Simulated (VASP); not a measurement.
Input of a VASP 6.6.1 run:

INCAR

```
SYSTEM = SnTe
PREC     = Accurate       ! precision mode
ENCUT    = 500            ! plane-wave cutoff, eV
EDIFF    = 1E-6           ! SCF threshold, eV
ISMEAR   = -1             ! smearing method
SIGMA    = 0.02           ! smearing width, eV
LREAL    = .FALSE.        ! projectors in reciprocal space
LASPH    = .TRUE.         ! aspherical terms in the spheres
NELM     = 120            ! most SCF steps
ALGO     = Normal         ! electronic algorithm
ISIF     = 2              ! what is computed and relaxed
LWAVE    = .FALSE.        ! write WAVECAR
LCHARG   = .FALSE.        ! write CHGCAR
GGA      = PE             ! functional
NBANDS   = 17             ! bands
GGA_COMPAT= .FALSE.
```

KPOINTS

```
regular mesh
0
G
  6 6 6
  0 0 0
```

POSCAR

```
SnTe
1.0
    0.0000000000      3.1893303407      3.1893303407
    3.1893303407      0.0000000000      3.1893303407
    3.1893303407      3.1893303407      0.0000000000
Sn Te
1 1
Direct
    0.0000000000      0.0000000000      0.0000000000
    0.5000000000      0.5000000000      0.5000000000
```

Potentials or basis: VASP PAW PBE potentials, release 64 (Sn_d, Te).

Command:

```console
$ cat potpaw_PBE.64/Sn_d/POTCAR potpaw_PBE.64/Te/POTCAR > POTCAR
$ mpirun -np 1 vasp_std > vasp.out
```

Problem. Predict the pressure.

Solution. 0.6 GPa.

Problem. Estimate the band gap on the k mesh.

Solution. 0.01 eV, direct.

Caveat: spin-orbit coupling is left out, which moves the levels of the heavy elements. A k mesh can miss the band edges.
